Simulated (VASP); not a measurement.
# Cu (Fm-3m) in VASP: notebook, part 2 of 2

VASP 6.6.1. Earlier steps stand in the parts before.

## Step 3: Relaxation of cell and atoms, r2SCAN

This run uses another cell than the first one, of 11.81 Å³/atom.

The input, POSCAR:

```
Cu
1.0
    0.0000000000      1.8075000000      1.8075000000
    1.8075000000      0.0000000000      1.8075000000
    1.8075000000      1.8075000000      0.0000000000
Cu
1
Direct
    0.0000000000      0.0000000000      0.0000000000
```

The input, INCAR.step1:

```
SYSTEM = Cu
ALGO = Normal
EDIFF = 1E-4
ENCUT = 600
GGA = PE
ISMEAR = -1
LASPH = .TRUE.
LCHARG = .FALSE.
LREAL = .FALSE.
LWAVE = .TRUE.
NELM = 100
PREC = Accurate
SIGMA = 0.1
```

The input, INCAR.step2:

```
SYSTEM = Cu
ALGO = Normal
EDIFF = 1E-6
EDIFFG = -0.002
ENCUT = 600
IBRION = 2
ISIF = 3
ISMEAR = -1
ISTART = 1
LASPH = .TRUE.
LCHARG = .FALSE.
LMIXTAU = .TRUE.
LREAL = .FALSE.
LWAVE = .FALSE.
METAGGA = R2SCAN
NELM = 100
NSW = 100
PREC = Accurate
SIGMA = 0.1
```

The input, KPOINTS:

```
k-points
0
G
  26 26 26
  0 0 0
```

Potentials or basis: VASP PAW PBE potentials, release 64 (Cu).

Launch:

```sh
> cat potpaw_PBE.64/Cu/POTCAR > POTCAR
> cp INCAR.step1 INCAR
> mpirun -np 1 vasp_std > vasp.out
> cp INCAR.step2 INCAR
> mpirun -np 1 vasp_std > vasp.out
```

OUTCAR:

```text
SYSTEM = Cu
   EDIFF = 1E-6
   EDIFFG = -0.002
   ENCUT = 600
   IBRION = 2
   ISIF = 3
   ISMEAR = -1
   ISTART = 1
   LASPH = .TRUE.
   LREAL = .FALSE.
   METAGGA = R2SCAN
   NELM = 100
   NSW = 100
   PREC = Accurate

 ion  position               nearest neighbor table
   1  0.000  0.000  0.000-

  LATTYP: Found a face centered cubic cell.
 ALAT       =     3.6150000000

  Lattice vectors:

 A1 = (   0.0000000000,   1.8075000000,   1.8075000000)
 A2 = (   1.8075000000,   0.0000000000,   1.8075000000)
 A3 = (   1.8075000000,   1.8075000000,   0.0000000000)

Analysis of symmetry for initial positions (statically):
=====================================================================
 Subroutine PRICEL returns:
 Original cell was already a primitive cell.

 Routine SETGRP: Setting up the symmetry group for a
 face centered cubic supercell.

 Subroutine GETGRP returns: Found 48 space group operations
 (whereof 48 operations were pure point group operations)
 out of a pool of 48 trial point group operations.

The static configuration has the point symmetry O_h .

Analysis of symmetry for dynamics (positions and initial velocities):
=====================================================================
 Subroutine PRICEL returns:
 Original cell was already a primitive cell.

 Routine SETGRP: Setting up the symmetry group for a
 face centered cubic supercell.

 Subroutine GETGRP returns: Found 48 space group operations
 (whereof 48 operations were pure point group operations)
 out of a pool of 48 trial point group operations.

The dynamic configuration has the point symmetry O_h .

 Subroutine INISYM returns: Found 48 space group operations
 (whereof 48 operations are pure point group operations),
 and found     1 'primitive' translations

----------------------------------------------------------------------------------------

                                     Primitive cell

  volume of cell :      11.8104

  direct lattice vectors                    reciprocal lattice vectors
     0.000000000  1.807500000  1.807500000    -0.276625173  0.276625173  0.276625173
     1.807500000  0.000000000  1.807500000     0.276625173 -0.276625173  0.276625173
     1.807500000  1.807500000  0.000000000     0.276625173  0.276625173 -0.276625173

  length of vectors
     2.556191014  2.556191014  2.556191014     0.479128854  0.479128854  0.479128854

  position of ions in fractional coordinates (direct lattice)
     0.000000000  0.000000000  0.000000000

  ion indices of the primitive-cell ions
   primitive index   ion index
                 1           1

----------------------------------------------------------------------------------------

 KPOINTS: k-points

Automatic generation of k-mesh.
 Grid dimensions read from file:
 generate k-points for:   26   26   26

[... 44 lines left out ...]
 [... further k-points ...]
   k-points           NKPTS =    511   k-points in BZ     NKDIM =    511   number of bands    NBANDS=      9
   number of dos      NEDOS =    301   number of ions     NIONS =      1
   total plane-waves  NPLWV =   8000
   dimension x,y,z NGX =    20 NGY =   20 NGZ =   20
   dimension x,y,z NGXF=    40 NGYF=   40 NGZF=   40
   ions per type =               1
   NGX,Y,Z   is equivalent  to a cutoff of  13.01, 13.01, 13.01 a.u.
   NGXF,Y,Z  is equivalent  to a cutoff of  26.01, 26.01, 26.01 a.u.
 SYSTEM =  Cu
   PREC   = accura    normal or accurate (medium, high low for compatibility)
   ISTART =      1    job   : 0-new  1-cont  2-samecut
   ICHARG =      0    charge: 1-file 2-atom 10-const
   ISPIN  =      1    spin polarized calculation?
   LNONCOLLINEAR =      F non collinear calculations
   LSORBIT =      F    spin-orbit coupling
   LASPH  =      T    aspherical Exc in radial PAW
   ENCUT  =  600.0 eV  44.10 Ry    6.64 a.u.   5.11  5.11  5.11*2*pi/ulx,y,z
   NELM   =    100;   NELMIN=  2; NELMDL=  0     # of ELM steps
   EDIFF  = 0.1E-05   stopping-criterion for ELM
   LREAL  =      F    real-space projection
   EDIFFG = -.2E-02   stopping-criterion for IOM
   NSW    =    100    number of steps for IOM
   IBRION =      2    ionic relax: 0-MD 1-quasi-New 2-CG
   NFREE  =      1    steps in history (QN), initial steepest desc. (CG)
   ISIF   =      3    stress and relaxation
   ISYM   =      2    0-nonsym 1-usesym 2-fastsym
   POTIM  = 0.5000    time-step for ionic-motion
   TEBEG  =    0.0;   TEEND  =   0.0 temperature during run
   PSTRESS=    0.0 pullay stress
   NELECT =      11.0000    total number of electrons
   NUPDOWN=      -1.0000    fix difference up-down
   EMIN   =  10.00;   EMAX   =-10.00  energy-range for DOS
   EFERMI =   0.00;   METHOD = LEGACY
   ISMEAR =    -1;   SIGMA  =   0.10  broadening in eV -4-tet -1-fermi 0-gaus
   EFERMI_NEDOS =   21; number of points for ismear=-14 and -15
   IALGO  =     38    algorithm
   IMIX   =      4    mixing-type and parameters
     AMIX     =   0.40;   BMIX     =  1.00
     AMIX_MAG =   1.60;   BMIX_MAG =  1.00
  volume/ion in A,a.u.               =      11.81        79.70
  Fermi-wavevector in a.u.,A,eV,Ry     =   1.598763  3.021224 34.777078  2.556043
  Thomas-Fermi vector in A             =   2.696162
   LORBIT       =      0    0 simple, 1 ext, 2 COOP (PROOUT), +10 PAW based schemes
   METAGGA = R2SCAN    functional components
   LHFCALC =     F    Hartree Fock is set to
   AEXX    =    0.0000 exact exchange contribution
   IVDW    =     0    specifies the selected vdW correction
   LEPSILON=     F    determine dielectric tensor
   LRPA    =     F    only Hartree local field effects (RPA)
 conjugate gradient relaxation of ions
 non-spin polarized calculation
  energy-cutoff  :      600.00
  volume of cell :       11.81
 maximum number of plane-waves:       411
   NGX = 11   NGY = 11   NGZ = 11

--------------------------------------- Ionic step        1  -------------------------------------------

 number of electron      11.0000001 magnetization

 Free energy of the ion-electron system (eV)
  ---------------------------------------------------
  ext. energy  EPLUGINS =         0.00000000
  ---------------------------------------------------
  free energy    TOTEN  =       -10.82770382 eV

  energy without entropy =      -10.81882703  energy(sigma->0) =      -10.82326543

------------------------ aborting loop because EDIFF is reached ----------------------------------------

  FORCE on cell =-STRESS in cart. coord.  units (eV):
  Direction    XX          YY          ZZ          XY          YZ          ZX
  --------------------------------------------------------------------------------------
  -------------------------------------------------------------------------------------
  Total       -0.3110162     -0.3110162     -0.3110162     -0.0000000     -0.0000000      0.0000000
  in kB      -42.1918668    -42.1918668    -42.1918668     -0.0000000     -0.0000000      0.0000000
  external PRESSURE =     -42.1918668 kB  Pullay stress =       0.0000000 kB
[... 92 lines left out ...]
--------------------------------------- Ionic step        4  -------------------------------------------

 number of electron      11.0000011 magnetization

 Free energy of the ion-electron system (eV)
  ---------------------------------------------------
  ext. energy  EPLUGINS =         0.00000000
  ---------------------------------------------------
  free energy    TOTEN  =       -10.83196753 eV

  energy without entropy =      -10.82321190  energy(sigma->0) =      -10.82758972

 E-fermi :   7.7656     XC(G=0): -13.9344

 val. band max:        7.7578275463   @ k =   0.5000   0.3462   0.1538
 cond. band min:       7.7715974978   @ k =   0.4615   0.3846   0.0385
 fundamental gap:      0.0137699515
 Fermi energy:         7.7655986848

 k-point     1 :       0.0000    0.0000    0.0000
  band No.  band energies     occupation
      1      -2.1448      2.00000
      2       4.5196      2.00000
      3       4.5197      2.00000
      4       4.5197      2.00000
      5       5.3720      2.00000
      6       5.3720      2.00000
      7      31.3615      0.00000
      8      34.6193      0.00000
      9      34.6196      0.00000
[... 265 lines left out ...]
 k-point    24 :       0.3846    0.0385    0.0000
  band No.  band energies     occupation
      1       1.8986      2.00000
      2       4.5275      2.00000
      3       4.5717      2.00000
      4       4.8090      2.00000
      5       5.8532      2.00000
      6       5.8716      2.00000
      7      15.2984      0.00000
      8      29.9331      0.00000
      9      30.3154      0.00000

 [... further k-points ...]

------------------------ aborting loop because EDIFF is reached ----------------------------------------

  FORCE on cell =-STRESS in cart. coord.  units (eV):
  Direction    XX          YY          ZZ          XY          YZ          ZX
  --------------------------------------------------------------------------------------
  -------------------------------------------------------------------------------------
  Total        0.0016085      0.0016085      0.0016085     -0.0000000     -0.0000000      0.0000000
  in kB        0.2244165      0.2244165      0.2244165     -0.0000000     -0.0000000      0.0000000
  external PRESSURE =       0.2244165 kB  Pullay stress =       0.0000000 kB
[... 16 lines left out ...]
  FREE ENERGIE OF THE ION-ELECTRON SYSTEM (eV)
  ---------------------------------------------------
  free  energy   TOTEN  =       -10.8319675337 eV

  energy  without entropy=      -10.8232119002  energy(sigma->0) =      -10.82758972

 reached required accuracy - stopping structural energy minimisation
```

It took 4.4 min on 1 thread of Intel Xeon 6975P-C (Granite Rapids), shared host; peak memory 0.2 GiB.

Results:

* Free energy: -10.8320 eV
* Relaxed volume: 11.48 Å³/atom
* Relaxed cell: a = 2.532 Å, b = 2.532 Å, c = 2.532 Å, α = 60.00°, β = 60.00°, γ = 60.00°
* Space group after relaxing (to 0.1 Å): Fm-3m (No. 225)
* Energy gained by relaxing: 4.3 meV/atom
* Ionic steps: 4
* Pressure after relaxing: 0.0 GPa
* Band gap on the k mesh: zero (an odd number of electrons rules out a gap without spin polarisation)

The path:
| step | energy change (eV) | largest force (eV/Å) | pressure (GPa) | volume (Å³) |
| --- | --- | --- | --- | --- |
| 1 | 0.0000 | 0.0000 | -4.22 | 11.81 |
| 2 | -0.0025 | 0.0000 | 2.92 | 11.29 |
| 3 | -0.0043 | 0.0000 | -0.09 | 11.49 |
| 4 | -0.0043 | 0.0000 | 0.02 | 11.48 |

Final structure:
```xyz
1
Lattice="0.0000 1.7907 1.7907 1.7907 0.0000 1.7907 1.7907 1.7907 0.0000" Properties=species:S:1:pos:R:3 pbc="T T T"
Cu    1.7907    0.0000    1.7907
```

Levels at points of the mesh, in eV from the Fermi level:
| k point | band 4 | band 5 | band 6 | band 7 | band 8 | band 9 |
| --- | --- | --- | --- | --- | --- | --- |
| (0.00, 0.00, 0.00) | -3.25 | -2.39 | -2.39 | 23.60 | 26.85 | 26.85 |
| (0.50, 0.00, 0.00) | -1.78 | -1.78 | -1.15 | 4.10 | 22.09 | 23.58 |
| (0.50, 0.50, 0.00) | -1.62 | -1.62 | 1.55 | 7.61 | 13.97 | 13.97 |

Caveat: the PAW data sets were made with another functional, which shifts forces and pressure a little.
